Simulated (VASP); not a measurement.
# TaN in VASP: further runs

Aim: see how the results for TaN move with the level of theory and the settings. Levels: PBE, PBEsol, PBEsol+D3(BJ), PBEsol+D4. Tasks: single point.

Program: VASP 6.6.1. These are calculated values, not measurements. Logs are shortened: lines on timing, memory, paths and dates and some standing lists are left out, and cuts for length are marked.

## Step 1: The cell of the first run

The typed cell holds 2 atoms: a = 2.732 Å, b = 2.732 Å, c = 2.732 Å, α = 90.00°, β = 90.00°, γ = 90.00°.

## Step 2: Single point, PBE (atoms moved at random)

INCAR

```
SYSTEM = TaN
PREC = Accurate
ENCUT = 520
EDIFF = 1E-6
ISMEAR = -1
SIGMA = 0.05
LREAL = .FALSE.
LASPH = .TRUE.
NELM = 100
ALGO = Normal
ISIF = 2
LWAVE = .FALSE.
LCHARG = .FALSE.
GGA = PE
NBANDS = 15
```

KPOINTS

```
regular mesh
0
G
  10 10 10
  0 0 0
```

POSCAR

```
TaN
1.0
    2.7323076900      0.0000000000      0.0000000000
    0.0000000000      2.7323076900      0.0000000000
    0.0000000000      0.0000000000      2.7323076900
Ta N
1 1
Direct
    0.0120460000      0.0025660000     -0.0034260000
    0.4848290000      0.5021200000      0.5003400000
```

Potentials or basis: VASP PAW PBE potentials, release 64 (Ta_pv, N).

On the command line:

```
cat potpaw_PBE.64/Ta_pv/POTCAR potpaw_PBE.64/N/POTCAR > POTCAR
mpirun -np 1 vasp_std > vasp.out
```

OUTCAR:

```text
SYSTEM = TaN
   PREC = Accurate
   ENCUT = 520
   EDIFF = 1E-6
   ISMEAR = -1
   LREAL = .FALSE.
   LASPH = .TRUE.
   NELM = 100
   ISIF = 2
   GGA = PE

 ion  position               nearest neighbor table
   1  0.012  0.003  0.997-   2 2.32   2 2.32   2 2.33   2 2.33   2 2.40   2 2.40   2 2.42   2 2.42

   2  0.485  0.502  0.500-   1 2.32   1 2.32   1 2.33   1 2.33   1 2.40   1 2.40   1 2.42   1 2.42

  LATTYP: Found a simple cubic cell.
 ALAT       =     2.7323076900

  Lattice vectors:

 A1 = (   2.7323076900,   0.0000000000,   0.0000000000)
 A2 = (   0.0000000000,   2.7323076900,   0.0000000000)
 A3 = (   0.0000000000,   0.0000000000,   2.7323076900)

Analysis of symmetry for initial positions (statically):
=====================================================================
 Subroutine PRICEL returns:
 Original cell was already a primitive cell.

 Routine SETGRP: Setting up the symmetry group for a
 simple cubic supercell.

 Subroutine GETGRP returns: Found  1 space group operations
 (whereof  1 operations were pure point group operations)
 out of a pool of 48 trial point group operations.

The static configuration has the point symmetry C_1 .

Analysis of symmetry for dynamics (positions and initial velocities):
=====================================================================
 Subroutine PRICEL returns:
 Original cell was already a primitive cell.

 Routine SETGRP: Setting up the symmetry group for a
 simple cubic supercell.

 Subroutine GETGRP returns: Found  1 space group operations
 (whereof  1 operations were pure point group operations)
 out of a pool of 48 trial point group operations.

The dynamic configuration has the point symmetry C_1 .

 Subroutine INISYM returns: Found  1 space group operations
 (whereof  1 operations are pure point group operations),
 and found     1 'primitive' translations

----------------------------------------------------------------------------------------

                                     Primitive cell

  volume of cell :      20.3981

  direct lattice vectors                    reciprocal lattice vectors
     2.732307690  0.000000000  0.000000000     0.365990991  0.000000000  0.000000000
     0.000000000  2.732307690  0.000000000     0.000000000  0.365990991  0.000000000
     0.000000000  0.000000000  2.732307690     0.000000000  0.000000000  0.365990991

  length of vectors
     2.732307690  2.732307690  2.732307690     0.365990991  0.365990991  0.365990991

  position of ions in fractional coordinates (direct lattice)
     0.012046000  0.002566000  0.996574000
     0.484829000  0.502120000  0.500340000

  ion indices of the primitive-cell ions
   primitive index   ion index
                 1           1
                 2           2

----------------------------------------------------------------------------------------

 KPOINTS: regular mesh

Automatic generation of k-mesh.
 Grid dimensions read from file:
 generate k-points for:   10   10   10

 Generating k-lattice:

  Cartesian coordinates                     Fractional coordinates (reciprocal lattice)
     0.036599099  0.000000000  0.000000000     0.100000000  0.000000000  0.000000000
     0.000000000  0.036599099  0.000000000     0.000000000  0.100000000  0.000000000
     0.000000000  0.000000000  0.036599099     0.000000000  0.000000000  0.100000000

  Length of vectors
     0.036599099  0.036599099  0.036599099

  Shift w.r.t. Gamma in fractional coordinates (k-lattice)
     0.000000000  0.000000000  0.000000000

 Subroutine IBZKPT returns following result:
 ===========================================

 Found    504 irreducible k-points:

 Following reciprocal coordinates:
            Coordinates               Weight
  0.000000  0.000000  0.000000      1.000000
  0.100000  0.000000  0.000000      2.000000
  0.000000  0.100000  0.000000      2.000000
  0.000000  0.000000  0.100000      2.000000
  0.200000  0.000000  0.000000      2.000000
  0.000000  0.200000  0.000000      2.000000
[... 16 lines left out ...]
  0.200000  0.100000  0.000000      2.000000
  0.000000  0.200000  0.100000      2.000000
 [... further k-points ...]
   k-points           NKPTS =    504   k-points in BZ     NKDIM =    504   number of bands    NBANDS=     15
   number of dos      NEDOS =    301   number of ions     NIONS =      2
   total plane-waves  NPLWV =   8000
   dimension x,y,z NGX =    20 NGY =   20 NGZ =   20
   dimension x,y,z NGXF=    40 NGYF=   40 NGZF=   40
   ions per type =               1   1
   NGX,Y,Z   is equivalent  to a cutoff of  12.17, 12.17, 12.17 a.u.
   NGXF,Y,Z  is equivalent  to a cutoff of  24.34, 24.34, 24.34 a.u.
 SYSTEM =  TaN
   PREC   = accura    normal or accurate (medium, high low for compatibility)
   ISTART =      0    job   : 0-new  1-cont  2-samecut
   ICHARG =      2    charge: 1-file 2-atom 10-const
   ISPIN  =      1    spin polarized calculation?
   LNONCOLLINEAR =      F non collinear calculations
   LSORBIT =      F    spin-orbit coupling
   LASPH  =      T    aspherical Exc in radial PAW
   ENCUT  =  520.0 eV  38.22 Ry    6.18 a.u.   5.08  5.08  5.08*2*pi/ulx,y,z
   NELM   =    100;   NELMIN=  2; NELMDL= -5     # of ELM steps
   EDIFF  = 0.1E-05   stopping-criterion for ELM
   LREAL  =      F    real-space projection
   EDIFFG = 0.1E-04   stopping-criterion for IOM
   NSW    =      0    number of steps for IOM
   IBRION =     -1    ionic relax: 0-MD 1-quasi-New 2-CG
   NFREE  =      0    steps in history (QN), initial steepest desc. (CG)
   ISIF   =      2    stress and relaxation
   ISYM   =      2    0-nonsym 1-usesym 2-fastsym
   POTIM  = 0.5000    time-step for ionic-motion
   TEBEG  =    0.0;   TEEND  =   0.0 temperature during run
   PSTRESS=    0.0 pullay stress
   NELECT =      16.0000    total number of electrons
   NUPDOWN=      -1.0000    fix difference up-down
   EMIN   =  10.00;   EMAX   =-10.00  energy-range for DOS
   EFERMI =   0.00;   METHOD = LEGACY
   ISMEAR =    -1;   SIGMA  =   0.05  broadening in eV -4-tet -1-fermi 0-gaus
   EFERMI_NEDOS =   21; number of points for ismear=-14 and -15
   IALGO  =     38    algorithm
   IMIX   =      4    mixing-type and parameters
     AMIX     =   0.40;   BMIX     =  1.00
     AMIX_MAG =   1.60;   BMIX_MAG =  1.00
  volume/ion in A,a.u.               =      10.20        68.83
  Fermi-wavevector in a.u.,A,eV,Ry     =   1.509797  2.853103 31.014303  2.279487
  Thomas-Fermi vector in A             =   2.620072
   LORBIT       =      0    0 simple, 1 ext, 2 COOP (PROOUT), +10 PAW based schemes
   GGA     = PE    functional components
   LHFCALC =     F    Hartree Fock is set to
   AEXX    =    0.0000 exact exchange contribution
   IVDW    =     0    specifies the selected vdW correction
   LEPSILON=     F    determine dielectric tensor
   LRPA    =     F    only Hartree local field effects (RPA)
 non-spin polarized calculation
  energy-cutoff  :      520.00
  volume of cell :       20.40
 maximum number of plane-waves:       560
   NGX = 11   NGY = 11   NGZ = 11

 number of electron      16.0000002 magnetization

 Free energy of the ion-electron system (eV)
  ---------------------------------------------------
  ext. energy  EPLUGINS =         0.00000000
  ---------------------------------------------------
  free energy    TOTEN  =       -20.86578565 eV

  energy without entropy =      -20.86560606  energy(sigma->0) =      -20.86569586

 E-fermi :   9.5323     XC(G=0): -13.7285

 val. band max:        9.3355734834   @ k =  -0.2000   0.0000   0.2000
 cond. band min:       9.7743217832   @ k =   0.2000   0.2000   0.3000
 fundamental gap:      0.4387482998
 Fermi energy:         9.5323390119

 k-point     1 :       0.0000    0.0000    0.0000
  band No.  band energies     occupation
      1     -25.6906      2.00000
      2     -25.6896      2.00000
      3     -25.6895      2.00000
      4      -8.9439      2.00000
      5       4.4670      2.00000
      6       4.5936      2.00000
      7       6.7521      2.00000
      8       6.7551      2.00000
      9       6.9460      2.00000
     10      11.9307      0.00000
     11      13.4695      0.00000
     12      13.5006      0.00000
     13      13.5011      0.00000
     14      22.3076      0.00000
     15      27.0129      0.00000

 k-point     2 :       0.1000    0.0000    0.0000
  band No.  band energies     occupation
      1     -25.8301      2.00000
      2     -25.6773      2.00000
      3     -25.6773      2.00000
      4      -8.7341      2.00000
      5       4.1699      2.00000
      6       4.6932      2.00000
      7       6.5427      2.00000
      8       6.5459      2.00000
      9       6.9974      2.00000
     10      12.5932      0.00000
     11      13.5199      0.00000
     12      13.6079      0.00000
     13      13.6105      0.00000
     14      22.3074      0.00000
     15      25.6448      0.00000

 k-point     3 :       0.0000    0.1000    0.0000
  band No.  band energies     occupation
      1     -25.8296      2.00000
      2     -25.6782      2.00000
      3     -25.6771      2.00000
      4      -8.7328      2.00000
      5       4.2315      2.00000
      6       4.6001      2.00000
      7       6.5399      2.00000
      8       6.6809      2.00000
      9       6.8948      2.00000
     10      12.5830      0.00000
     11      13.4538      0.00000
     12      13.6074      0.00000
     13      13.6870      0.00000
     14      22.3074      0.00000
     15      25.5203      0.00000
[... 343 lines left out ...]
 k-point    23 :       0.2000    0.1000    0.0000
  band No.  band energies     occupation
      1     -26.1667      2.00000
      2     -25.7790      2.00000
      3     -25.6330      2.00000
      4      -8.0018      2.00000
      5       3.0115      2.00000
      6       4.5949      2.00000
      7       5.9879      2.00000
      8       6.1066      2.00000
      9       8.5009      2.00000
     10      12.7950      0.00000
     11      12.8579      0.00000
     12      14.5269      0.00000
     13      15.1324      0.00000
     14      22.3071      0.00000
     15      23.5845      0.00000

 k-point    24 :       0.0000    0.2000    0.1000
  band No.  band energies     occupation
      1     -26.1669      2.00000
      2     -25.7789      2.00000
      3     -25.6337      2.00000
      4      -7.9980      2.00000
      5       3.0207      2.00000
      6       4.5602      2.00000
      7       5.8278      2.00000
      8       6.3393      2.00000
      9       8.4352      2.00000
     10      12.7278      0.00000
     11      12.9117      0.00000
     12      14.5411      0.00000
     13      15.1429      0.00000
     14      22.3071      0.00000
     15      23.5638      0.00000

 [... further k-points ...]
[... 5 lines left out ...]
  --------------------------------------------------------------------------------------
  -------------------------------------------------------------------------------------
  Total        1.0026777      0.9304401      0.9318626      0.0046686     -0.0006315     -0.0394228
  in kB       78.7559046     73.0819613     73.1936896      0.3666986     -0.0496031     -3.0964834
  external PRESSURE =      75.0105185 kB  Pullay stress =       0.0000000 kB

 VOLUME and BASIS-vectors are now :
 -----------------------------------------------------------------------------
  energy-cutoff  :      520.00
  volume of cell :       20.40
      direct lattice vectors                 reciprocal lattice vectors
     2.732307690  0.000000000  0.000000000     0.365990991  0.000000000  0.000000000
     0.000000000  2.732307690  0.000000000     0.000000000  0.365990991  0.000000000
     0.000000000  0.000000000  2.732307690     0.000000000  0.000000000  0.365990991

 POSITION                                       TOTAL-FORCE (eV/Angst)
 -----------------------------------------------------------------------------------
      0.03291      0.00701      2.72295        -0.335495     -0.005724      0.048102
      1.32470      1.37195      1.36708         0.335495      0.005724     -0.048102
 -----------------------------------------------------------------------------------
    total drift:                                0.000052     -0.000193      0.000155

  FREE ENERGIE OF THE ION-ELECTRON SYSTEM (eV)
  ---------------------------------------------------
  free  energy   TOTEN  =       -20.8657856526 eV

  energy  without entropy=      -20.8656060640  energy(sigma->0) =      -20.86569586
```

Wall time 67 s (1 thread of Intel Xeon Platinum 8488C (Sapphire Rapids), shared host); peak memory 0.25 GiB.

What came out:

```
Free energy            : -20.8658 eV
Pressure               : 7.5 GPa
Largest force          : 0.339 eV/Å
Band gap on the k mesh : zero (band 8 reaches 15.55 eV, above the bottom of band 9 at 6.89 eV)
```

Forces on the atoms (eV/Å):
```
Ta  -0.335 -0.006  0.048
N    0.335  0.006 -0.048
```

Caveat: the cell differs from its parent crystal (atoms moved at random); spin-orbit coupling is left out, which moves the levels of the heavy elements.

[end of part 1 of 2]
